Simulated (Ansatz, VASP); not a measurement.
## Pb in VASP and in Ansatz

The input INCAR:

```
SYSTEM = Pb
PREC     = Accurate       ! precision mode
ENCUT    = 520            ! plane-wave cutoff, eV
EDIFF    = 1E-6           ! SCF threshold, eV
ISMEAR   = 0              ! smearing method
SIGMA    = 0.15           ! smearing width, eV
LREAL    = .False.        ! projectors in reciprocal space
LASPH    = .True.         ! aspherical terms in the spheres
NELM     = 60             ! most SCF steps
ALGO     = Normal         ! electronic algorithm
ISIF     = 2              ! what is computed and relaxed
LWAVE    = .False.        ! write WAVECAR
LCHARG   = .False.        ! write CHGCAR
GGA      = PS             ! functional
NBANDS   = 13             ! bands
```

The input KPOINTS:

```
Automatic mesh
0
Gamma
  16 16 16
  0 0 0
```

Contents of POSCAR:

```
Pb
1.0
    0.0000000000      2.4080550000      2.3463100000
    2.4080550000      0.0000000000      2.3463100000
    2.4080550000      2.4080550000      0.0000000000
Pb
1
Direct
    0.0000000000      0.0000000000      0.0000000000
```

Input for Ansatz:

```yaml
crystal:
  lattice:
    - [0.0, 2.408055, 2.34631]
    - [2.408055, 0.0, 2.34631]
    - [2.408055, 2.408055, 0.0]
  atoms:
    - { symbol: Pb, position: [0.0, 0.0, 0.0] }
basis:
  ecutwfc: 420
kpoints:
  mp_grid: { grid: [16, 16, 16] }
hamiltonian:
  xc: pbesol
scf:
  occupations: { method: gaussian, width: 0.15 }
output:
  forces: true
  stress: true
  eigenvalues: true
```

Change from the starting cell: strain -0.025 along x and y, -0.050 along z, atoms carried along.

Alike in both runs: task single point; functional PBEsol; k mesh 16 × 16 × 16; occupations gaussian, width 0.15 eV; no spin polarisation.

|  | VASP | Ansatz |
| --- | --- | --- |
| version | VASP 6.6.1 | Ansatz 0.2.0 |
| potentials or method | VASP PAW PBE potentials, release 64 (Pb_d), cutoff 520 eV | scalar-relativistic, plane waves, PAW |
| valence electrons in the cell | 14 | 14 |

VASP gave:

```
gap on the k mesh at the Fermi level (eV)                     : none
pressure (GPa)                                                : 5.9
traceless stress, the component that is largest in VASP (GPa) : 0.31
```

Question: Which values does Ansatz return?

Answer: gap on the k mesh at the Fermi level (eV): none; pressure (GPa): 5.9; traceless stress, the component that is largest in VASP (GPa): 0.30.

VASP's potentials were made for PBE, not for PBEsol. A gap of «none» marks a metal or a gap that the smearing closes. With one functional, cell and mesh, what is left measures potentials, basis and numerics.

Spin-orbit coupling is off throughout.
